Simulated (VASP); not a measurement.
# Si62P (a cell with a defect) in VASP: single point with PBE+D3(BJ)

Aim: the single point of Si62P (a cell with a defect) with PBE+D3(BJ).

Everything below comes from runs of VASP 6.6.1. Logs are shortened: lines on timing, memory, paths and dates and some standing lists are left out, and cuts for length are marked.

## (1) The cell of the first run

The cell holds a defect, 63 atoms: a = 10.860 Å, b = 10.860 Å, c = 10.860 Å, α = 90.00°, β = 90.00°, γ = 90.00°.

## (2) Single point, PBE+D3(BJ), collinear spin

The input, INCAR:

```
SYSTEM = Si62P
ALGO = Normal
EDIFF = 1E-6
ENCUT = 520
GGA = PE
ISIF = 2
ISMEAR = 0
ISPIN = 2
IVDW = 12
LASPH = .True.
LCHARG = .False.
LORBIT = 11
LREAL = Auto
LWAVE = .False.
MAGMOM = 0 0 0 0 0 0 0 0 0 0 0 0 0 0 0 0 0 0 0 0 0 0 0 0 0 0 0 0 0 0 0 0 0 0 0 0 0 0 0 0 0 0 0 0 0 0 0 0 0 0 0 0 0 0 0 0 0 0 0 0 0 0 0.06
NBANDS = 168
NELECT = 251.0
NELM = 150
PREC = Accurate
SIGMA = 0.02
```

The input, KPOINTS:

```
k-points
0
Gamma
  1 1 1
  0 0 0
```

The input, POSCAR:

```
Si62P
1.0
   10.8600000000      0.0000000000      0.0000000000
    0.0000000000     10.8600000000      0.0000000000
    0.0000000000      0.0000000000     10.8600000000
Si P
62 1
Direct
    0.5016141805      0.0016341621     -0.0030919890
    0.6253299263      0.1253639042      0.1253497238
    0.7506226519      0.2506434622     -0.0007254144
    0.8746262431      0.3746880295      0.1289782689
    0.7512384899     -0.0022056169      0.2505556169
    0.8740881215      0.1228684162      0.3762657459
    0.0039988950     -0.0019377532      0.0005241252
    0.1251216390      0.1256273481      0.1252632597
    0.2504580110      0.2505803867     -0.0000587477
    0.3706223757      0.3792649171      0.1241688766
    0.4980639963      0.5039604052      0.0005476059
    0.6255510129      0.6251418048      0.1252980663
    0.7505292818      0.7504799263     -0.0000249540
    0.8792342541      0.8706547882      0.1241471455
    0.2498813996     -0.0018870166      0.2464263352
    0.3736598527      0.1239771639      0.3736062615
    0.4977438306      0.2512560773      0.2505394107
    0.6227649171      0.3741500000      0.3762616943
    0.7476078269      0.4990569061      0.2513881215
    0.8745740331      0.6214680479      0.3758167587
    0.5011217311      0.0011706262      0.4983468692
    0.6253122468      0.1253121547      0.6251010129
    0.7499380295      0.2500244015      0.5003708103
    0.8740731123      0.3741139963      0.6275527624
    0.7520595764      0.0011283610      0.7492797422
    0.8768027624      0.1239254144      0.8767536832
    0.0011302947      0.5011430939      0.0087336096
    0.3738374770      0.8738559853      0.1178654696
   -0.0009907919      0.2476630755      0.2513525783
    0.1213682320      0.3746799263      0.3757698895
    0.2414558011      0.5013018416      0.2492310313
    0.3706665746      0.6263139963      0.3712590239
    0.4980477901      0.7498997238      0.2464606814
    0.6239136280      0.8737279926      0.3735882136
   -0.0001780847     -0.0021270718      0.4991674954
    0.1250896869      0.1253864641      0.6250546961
    0.2511121547      0.2507089319      0.4997430939
    0.3737005525      0.3768401473      0.6264251381
    0.4978040516      0.4999075506      0.4991808471
    0.6253532228      0.6251279926      0.6250710866
    0.7506102210      0.7512097606      0.4997954880
    0.8768406077      0.8737316759      0.6264562615
    0.2535171271      0.0016530387      0.7488048803
    0.3762896869      0.1271528545      0.8741457643
    0.5011249540      0.2520755985      0.7492440147
    0.6239215470      0.3768070902      0.8767277164
    0.7511988029      0.4998371087      0.7526013812
    0.8791609576      0.6263376611      0.8796835175
    0.0012477901      0.7414662063      0.2492737569
    0.1262645488      0.8707496317      0.3712515654
   -0.0010202578      0.4990581952      0.5027849908
    0.1251134438      0.6251511971      0.6248085635
    0.2504606814      0.7505350829      0.4999006446
    0.3763024862      0.8763100368      0.6233144567
   -0.0002130755      0.2512083794      0.7525866483
    0.1262700737      0.3791752302      0.8796502762
    0.2498850829      0.5039838858      0.7523011050
    0.3737862799      0.6325071823      0.8766299263
    0.5015652855      0.7534883057      0.7488518416
    0.6271127072      0.8762753223      0.8741417127
    0.0039891344      0.7499179558      0.7523263352
    0.1325830571      0.8738398711      0.8765711786
    0.2488239411      0.7488382136      0.0016232044
```

Potentials or basis: VASP PAW PBE potentials, release 64 (Si, P).

Started as:

```bash
cat potpaw_PBE.64/Si/POTCAR potpaw_PBE.64/P/POTCAR > POTCAR
mpirun -np 1 vasp_gam > vasp.out
```

OUTCAR:

```text
SYSTEM = Si62P
   EDIFF = 1E-6
   ENCUT = 520
   GGA = PE
   ISIF = 2
   ISMEAR = 0
   ISPIN = 2
   IVDW = 12
   LASPH = .True.
   LORBIT = 11
   LREAL = Auto
   NELECT = 251.0
   NELM = 150
   PREC = Accurate
 IVDW          = 12

 ion  position               nearest neighbor table
   1  0.502  0.002  0.997-  44 2.34  60 2.34   2 2.36  28 2.36
   2  0.625  0.125  0.125-   1 2.36   3 2.36  17 2.37   5 2.37
   3  0.751  0.251  0.999-  46 2.35  26 2.35   2 2.36   4 2.37
   4  0.875  0.375  0.129-  27 2.34  29 2.34  19 2.34   3 2.37
   5  0.751  0.998  0.251-   6 2.34  34 2.35   2 2.37  14 2.39
   6  0.874  0.123  0.376-  35 2.34   5 2.34  29 2.35  23 2.35
[... 43 lines left out ...]
  50  0.126  0.871  0.371-  53 2.34  15 2.36  49 2.36  35 2.39
  51  0.999  0.499  0.503-  30 2.34  20 2.34  52 2.35  24 2.35
  52  0.125  0.625  0.625-  61 2.34  57 2.34  51 2.35  53 2.36
  53  0.250  0.751  0.500-  50 2.34  32 2.34  54 2.35  52 2.36
  54  0.376  0.876  0.623-  43 2.34  59 2.34  21 2.35  53 2.35
  55  1.000  0.251  0.753-  24 2.34  26 2.35  36 2.37  56 2.39
  56  0.126  0.379  0.880-   9 2.34  57 2.36  27 2.36  55 2.39
  57  0.250  0.504  0.752-  52 2.34  56 2.36  58 2.36  38 2.36
  58  0.374  0.633  0.877-  63 2.30  59 2.36  11 2.36  57 2.36
  59  0.502  0.753  0.749-  54 2.34  60 2.34  40 2.36  58 2.36
  60  0.627  0.876  0.874-   1 2.34  59 2.34  25 2.35  13 2.35
  61  0.004  0.750  0.752-  52 2.34  48 2.36  62 2.36  42 2.36
  62  0.133  0.874  0.877-  63 2.30  43 2.36   7 2.36  61 2.36
  63  0.249  0.749  0.002-  28 2.30  58 2.30  62 2.30

  LATTYP: Found a simple cubic cell.
 ALAT       =    10.8600000000

  Lattice vectors:

 A1 = (  10.8600000000,   0.0000000000,   0.0000000000)
 A2 = (   0.0000000000,  10.8600000000,   0.0000000000)
 A3 = (   0.0000000000,   0.0000000000,  10.8600000000)

Analysis of symmetry for initial positions (statically):
=====================================================================
 Subroutine PRICEL returns:
 Original cell was already a primitive cell.

 Routine SETGRP: Setting up the symmetry group for a
 simple cubic supercell.

 Subroutine GETGRP returns: Found  1 space group operations
 (whereof  1 operations were pure point group operations)
 out of a pool of 48 trial point group operations.

The static configuration has the point symmetry C_1 .

Analysis of symmetry for dynamics (positions and initial velocities):
=====================================================================
 Subroutine PRICEL returns:
 Original cell was already a primitive cell.

 Routine SETGRP: Setting up the symmetry group for a
 simple cubic supercell.

 Subroutine GETGRP returns: Found  1 space group operations
 (whereof  1 operations were pure point group operations)
 out of a pool of 48 trial point group operations.

The dynamic configuration has the point symmetry C_1 .

[... 257 lines left out ...]
  energy without entropy =     -344.96921027  energy(sigma->0) =     -344.96926965

 E-fermi :   5.8524     XC(G=0):  -9.3015

 val. band max:        5.8097359157   @ k =   0.0000   0.0000   0.0000
 cond. band min:       5.8950958411   @ k =   0.0000   0.0000   0.0000
 fundamental gap:      0.0853599254
 Fermi energy:         5.8524158786

 spin component 1

 k-point     1 :       0.0000    0.0000    0.0000
  band No.  band energies     occupation
      1      -6.3556      1.00000
      2      -5.8047      1.00000
      3      -5.1483      1.00000
      4      -5.1482      1.00000
      5      -5.1408      1.00000
      6      -5.1408      1.00000
[... 129 lines left out ...]
    136       6.8711      0.00000
    137       6.8712      0.00000
 Fermi energy:         5.8524158786

 spin component 2

 k-point     1 :       0.0000    0.0000    0.0000
  band No.  band energies     occupation
      1      -6.3276      1.00000
      2      -5.7669      1.00000
      3      -5.1336      1.00000
      4      -5.1335      1.00000
      5      -5.1273      1.00000
      6      -5.1272      1.00000
[... 129 lines left out ...]
    136       6.8788      0.00000
    137       6.8788      0.00000
 [bands above 137 left out]

------------------------ aborting loop because EDIFF is reached ----------------------------------------

 Edisp (eV)  -19.87082

 E6    (eV) :   -11.6453

 E8    (eV) :    -8.2255

  FORCE on cell =-STRESS in cart. coord.  units (eV):
  Direction    XX          YY          ZZ          XY          YZ          ZX
  --------------------------------------------------------------------------------------
  -------------------------------------------------------------------------------------
  Total     -24.09445   -24.09560   -24.07865     3.15943    -3.15360    -3.15931
  in kB     -30.13964   -30.14108   -30.11988     3.95211    -3.94482    -3.95196
  external pressure =      -30.13 kB  Pullay stress =        0.00 kB

 VOLUME and BASIS-vectors are now :
 -----------------------------------------------------------------------------
  energy-cutoff  :      520.00
  volume of cell :     1280.82
      direct lattice vectors                 reciprocal lattice vectors
    10.860000000  0.000000000  0.000000000     0.092081031  0.000000000  0.000000000
     0.000000000 10.860000000  0.000000000     0.000000000  0.092081031  0.000000000
     0.000000000  0.000000000 10.860000000     0.000000000  0.000000000  0.092081031

 POSITION                                       TOTAL-FORCE (eV/Angst)
 -----------------------------------------------------------------------------------
      5.44753      0.01775     10.82642         0.006601      0.005098      0.005958
      6.79108      1.36145      1.36130        -0.005134     -0.005554     -0.010677
      8.15176      2.72199     10.85212         0.011679      0.011258     -0.003096
      9.49844      4.06911      1.40070         0.000478     -0.000171      0.006305
      8.15845     10.83605      2.72103         0.012951     -0.002106      0.007485
      9.49260      1.33435      4.08625         0.003078     -0.004434     -0.001733
[... 55 lines left out ...]
      1.43985      9.48990      9.51956         0.002580     -0.008374      0.008607
      2.70223      8.13238      0.01763         0.021800      0.023537     -0.026505
 -----------------------------------------------------------------------------------
    total drift:                               -0.003169     -0.001302     -0.015809

  FREE ENERGIE OF THE ION-ELECTRON SYSTEM (eV)
  ---------------------------------------------------
  free  energy   TOTEN  =      -364.8401522852 eV

  energy  without entropy=     -364.8400335169  energy(sigma->0) =     -364.84009290

 total charge

# of ion       s       p       d       tot
------------------------------------------
    1        0.742   0.949   0.000   1.690
    2        0.747   0.931   0.000   1.677
    3        0.742   0.935   0.000   1.677
    4        0.740   0.949   0.000   1.689
    5        0.745   0.930   0.000   1.675
    6        0.738   0.955   0.000   1.693
[... 55 lines left out ...]
   62        0.738   0.918   0.000   1.656
   63        1.045   1.454   0.000   2.500
--------------------------------------------------
tot         47.053  59.675   0.000 106.728

 magnetization (x)

# of ion       s       p       d       tot
------------------------------------------
    1        0.000   0.012   0.000   0.013
    2        0.000   0.007   0.000   0.008
    3        0.000   0.008   0.000   0.008
    4        0.000   0.009   0.000   0.010
    5        0.000   0.006   0.000   0.006
    6        0.000   0.005   0.000   0.005
[... 55 lines left out ...]
   62       -0.000   0.008   0.000   0.008
   63        0.009   0.053   0.000   0.062
--------------------------------------------------
tot          0.021   0.436   0.000   0.457
```

Wall time 17 min (1 thread of AMD EPYC 7R13, shared host); peak memory 1.5 GiB.

Results:

```
Free energy                                           : -364.8402 eV
Largest force                                         : 0.042 eV/Å
Net moment                                            : 1.00 μB per cell
Site moments                                          : Si +0.01, +0.00, +0.02 (each value once); P +0.06 μB
Valence electrons inside the program's atomic spheres : Si 1.69, 1.68, 1.70, 1.62, 1.66 (each value once); P 2.50
Dispersion energy per atom                            : -0.315 eV
```

Forces on the atoms (eV/Å):
```
Si   0.007  0.005  0.006
Si  -0.005 -0.006 -0.011
Si   0.012  0.011 -0.003
Si   0.000  0.000  0.006
Si   0.013 -0.002  0.007
Si   0.003 -0.004 -0.002
Si   0.007 -0.002  0.006
Si  -0.004 -0.023  0.004
Si   0.009 -0.008 -0.008
Si  -0.005  0.008 -0.004
Si  -0.002  0.008  0.005
Si  -0.019 -0.004  0.003
Si  -0.009  0.009 -0.009
Si   0.011 -0.005  0.000
Si  -0.006 -0.003 -0.008
Si   0.004 -0.017 -0.006
Si  -0.002  0.013  0.010
Si  -0.003  0.003 -0.002
Si   0.006  0.005 -0.004
Si   0.003 -0.009 -0.002
Si   0.002  0.002  0.005
Si  -0.005 -0.005  0.002
Si  -0.004 -0.004  0.009
Si   0.003  0.003  0.006
Si  -0.004  0.004 -0.001
Si   0.004 -0.016 -0.006
Si  -0.008 -0.005 -0.004
Si  -0.009 -0.008 -0.001
Si   0.005  0.006 -0.003
Si  -0.007  0.002 -0.002
Si   0.004 -0.007  0.008
Si  -0.006  0.003 -0.010
Si  -0.002 -0.004 -0.009
Si  -0.016  0.004 -0.005
Si  -0.008 -0.001 -0.013
Si   0.007 -0.007  0.004
Si   0.004  0.008 -0.010
Si   0.005  0.006  0.018
Si   0.000 -0.010 -0.014
Si  -0.009  0.006  0.006
Si   0.011  0.004 -0.010
Si   0.004  0.006  0.017
Si  -0.007  0.006 -0.006
Si  -0.008  0.000  0.008
Si   0.003 -0.004 -0.001
Si  -0.016  0.005 -0.005
Si   0.015 -0.007  0.002
Si   0.008 -0.001  0.005
Si  -0.007  0.009  0.005
Si   0.002 -0.006 -0.012
Si   0.004  0.004 -0.005
Si  -0.004 -0.006  0.021
Si   0.009  0.010  0.011
Si  -0.008 -0.007  0.001
Si  -0.008  0.015  0.002
Si   0.002  0.008  0.005
Si  -0.006  0.008  0.002
Si  -0.007  0.006  0.006
Si   0.007 -0.007 -0.007
Si  -0.002 -0.007  0.009
Si   0.008 -0.005  0.002
Si   0.003 -0.008  0.009
P    0.022  0.024 -0.027
```

Caveat: the k points lie up to 0.58 Å⁻¹ apart; the cell carries a net charge on a neutralising background, which shifts energy and pressure; the cell is charged against a uniform background, so pressure and absolute levels hang on convention.
